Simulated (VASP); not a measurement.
Write the native input for VASP 6.6.1 that does the following.

```yaml
Task: single point
Functional: PBE
Potentials_or_basis: VASP PAW PBE potentials, release 64 (Ga_d, Co)
Cutoff: 520 eV
k_mesh: 8 × 8 × 8
Occupations: fermi-dirac, width 0.05 eV
Spin: collinear spin, zero start
Starting_moments: "[0.0, 0.0] μB"
Fixed_moment: 0 μB
Dipole_correction: no
Further_INCAR_settings: ALGO = Normal; EDIFF = 1e-06; NBANDS = 22
```

The structure of GaCo lies in POSCAR:

```
GaCo
1.0
    2.8780000000      0.0000000000      0.0000000000
    0.0000000000      2.8780000000      0.0000000000
    0.0000000000      0.0000000000      2.8780000000
Ga Co
1 1
Direct
    0.5000000000      0.5000000000      0.5000000000
    0.0000000000      0.0000000000      0.0000000000
```

The input as run:

INCAR

```
SYSTEM = GaCo
PREC = Accurate
ENCUT = 520
EDIFF = 1E-6
ISMEAR = -1
SIGMA = 0.05
LREAL = .False.
LASPH = .True.
NELM = 150
ALGO = Normal
ISIF = 2
LWAVE = .False.
LCHARG = .True.
ISPIN = 2
MAGMOM = 0 0
LORBIT = 11
NUPDOWN = 0.0
LMAXMIX = 4
GGA = PE
LELF = .True.
LVHAR = .True.
NBANDS = 22
```

KPOINTS

```
Automatic mesh
0
Gamma
  8 8 8
  0 0 0
```

Potentials or basis: VASP PAW PBE potentials, release 64 (Ga_d, Co).

Launch:

```bash
$ cat potpaw_PBE.64/Ga_d/POTCAR potpaw_PBE.64/Co/POTCAR > POTCAR
$ mpirun -np 1 vasp_std > vasp.out
```

Results of the run:

```json
{
  "Pressure": "1.0 GPa",
  "Net moment": "0.00 μB per cell",
  "Valence electrons inside the program's atomic spheres": "Ga 11.79; Co 8.36"
}
```

Caveat: the total moment is fixed, so each spin has its own Fermi level.

It took 25 s on 1 thread of Intel(R) Xeon(R) Platinum 8259CL CPU @ 2.50GHz (Skylake/Cascade Lake), on a shared host, peak memory 0.16 GiB.
